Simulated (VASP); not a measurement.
Set up this calculation in VASP 6.6.1, as the native input.

| Property | Result |
| --- | --- |
| Task | single point |
| Functional | PBE |
| Potentials or basis | VASP PAW PBE potentials, release 64 (Mo_sv) |
| Cutoff | 520 eV |
| k mesh | 20 × 20 × 20 |
| Occupations | gaussian, width 0.15 eV |
| Spin | no spin polarisation |
| Dipole correction | no |
| Further INCAR settings | ALGO = Fast; EDIFF = 1e-07; NBANDS = 13 |

The structure of Mo lies in POSCAR:

```
Mo
1.0
    0.0000000000      1.9344000000      1.8538000000
    1.9344000000      0.0000000000      1.8538000000
    1.9344000000      1.9344000000      0.0000000000
Mo
1
Direct
    0.0000000000      0.0000000000      0.0000000000
```

This cell differs from its parent crystal: strain -0.040 along x and y, -0.080 along z.

One way to write it, as run:

INCAR

```
SYSTEM = Mo
PREC = Accurate
ENCUT = 520
EDIFF = 1E-7
ISMEAR = 0
SIGMA = 0.15
LREAL = .FALSE.
LASPH = .TRUE.
NELM = 80
ALGO = Fast
ISIF = 2
LWAVE = .FALSE.
LCHARG = .FALSE.
GGA = PE
NBANDS = 13
```

KPOINTS

```
regular mesh
0
G
  20 20 20
  0 0 0
```

Potentials or basis: VASP PAW PBE potentials, release 64 (Mo_sv).

The run is started by

```console
$ cat potpaw_PBE.64/Mo_sv/POTCAR > POTCAR
$ mpirun -np 1 vasp_std > vasp.out
```

Results of the run:

The pressure is 46.9 GPa. The band gap on the k mesh is zero (band 7 reaches 18.95 eV, above the bottom of band 8 at 13.38 eV).

Caveat: the cell differs from its parent crystal (strain -0.040 along x and y, -0.080 along z).

Wall time 70 s on 1 thread of AMD EPYC 9R45 96-Core Processor (Zen 5) (shared host), peak memory 0.18 GiB.
